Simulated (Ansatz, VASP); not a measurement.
One calculation of Sb, two programs

```
Sb
1.0
     2.16160    1.24800    3.68019
    -2.16160    1.24800    3.68019
     0.00000   -2.49600    3.68019
Sb
2
Cartesian
  0.0000 0.0000 2.6077
  0.0000 0.0000 8.4328
```

Alike in both runs: functional PBE; dispersion D3(BJ); k mesh 12 × 12 × 12; occupations gaussian, width 0.1 eV; no spin polarisation.

Ansatz relaxed the structure, and its values are those at the end. VASP's run is a single point on that final structure, the one shown.

```csv
,VASP,Ansatz
version,VASP 6.6.1,Ansatz 0.2.0
potentials or method,"VASP PAW PBE potentials, release 64 (Sb), cutoff 520 eV","scalar-relativistic, plane waves, PAW"
valence electrons in the cell,10,30
```

|  | VASP | Ansatz | Ansatz less VASP |
| --- | --- | --- | --- |
| gap on the k mesh at the Fermi level (eV) | none | none | - |
| pressure (GPa) | 0.0 | 0.0 | -0.06 |
| rms of the force components (eV/Å) | 0.021 | 0.001 | -0.0206 |

A gap of «none» marks a metal or a gap that the smearing closes. VASP's potentials hold 10 valence electrons a cell and Ansatz's 30, so a difference there can come from the potentials and not from the codes.

Spin-orbit coupling is off throughout.
